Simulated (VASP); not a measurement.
Wanted: the native input for a VASP 6.6.1 run.

* Task: single point
* Functional: RPBE
* Potentials or basis: VASP PAW PBE potentials, release 64 (Zn, S)
* Cutoff: 520 eV
* k mesh: 6 × 6 × 3
* Occupations: gaussian, width 0.01 eV
* Spin: no spin polarisation
* Dipole correction: no
* Further INCAR settings: ALGO = Normal; EDIFF = 1e-06; NBANDS = 26

The structure of ZnS (Wurtzite-2H) lies in POSCAR:

```
ZnS
1.0
    3.8110000000      0.0000000000      0.0000000000
   -1.9055000000      3.3004230000      0.0000000000
    0.0000000000      0.0000000000      6.2340000000
Zn S
2 2
Direct
    0.3333333333      0.6666666667      0.0000000000
    0.6666666667      0.3333333333      0.5000000000
    0.3333333333      0.6666666667      0.3850000000
    0.6666666667      0.3333333333      0.8850000000
```

These files were run (other wordings do the same):

INCAR

```
SYSTEM = ZnS
PREC = Accurate
ENCUT = 520
EDIFF = 1E-6
ISMEAR = 0
SIGMA = 0.01
LREAL = .False.
LASPH = .True.
NELM = 100
ALGO = Normal
ISIF = 2
LWAVE = .False.
LCHARG = .True.
GGA = RP
LELF = .True.
LVHAR = .True.
NBANDS = 26
```

KPOINTS

```
regular mesh
0
Gamma
  6 6 3
  0 0 0
```

Potentials or basis: VASP PAW PBE potentials, release 64 (Zn, S).

The run is started by

```bash
$ cat potpaw_PBE.64/Zn/POTCAR potpaw_PBE.64/S/POTCAR > POTCAR
$ mpirun -np 1 vasp_std > vasp.out
```

Results of the run:

```
Pressure               : 5.1 GPa
Largest force          : 0.330 eV/Å
Band gap on the k mesh : 2.42 eV, direct
```

Caveat: the PAW data sets were made with another functional, which shifts forces and pressure a little.

It used 37 s of CPU time on 1 thread of AMD EPYC 7R13 Processor (Zen 3) (shared host).
